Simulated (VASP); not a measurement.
Runs of VASP 6.6.1 on CaO. The structure is that of space group Fm-3m (No. 225), or close to it. The cells are those of the table. 

| level | cell | smearing | gap on the mesh (eV) | pressure (GPa) |
| --- | --- | --- | --- | --- |
| r2SCAN | a = 3.373, b = 3.373, c = 3.391 Å, angles 59.8, 59.8, 60.3°, 2 atoms | gaussian 0.01 eV | 4.14 | (a) |
| PBE | a = 3.373, b = 3.373, c = 3.391 Å, angles 59.8, 59.8, 60.3°, 2 atoms | fermi-dirac 0.02 eV | 3.59 | 4.4 |
| r2SCAN | a = 3.345 Å, angles 60.9°, 2 atoms | gaussian 0.01 eV | 4.13 | (b) |
| PBE | a = 3.345 Å, angles 60.9°, 2 atoms | fermi-dirac 0.02 eV | 3.58 | (c) |

Alike in all rows: task single point; potentials or basis VASP PAW PBE potentials, release 64 (Ca_sv, O); no spin polarisation; k mesh 10 × 10 × 10; cutoff (eV) 520.

Task: Estimate the missing entries.

Result: (a) 2.4; (b) 3.7; (c) 5.6.

Caveats: the PAW data sets were made with another functional, which shifts forces and pressure a little (some runs).

A k mesh can miss the band edges.
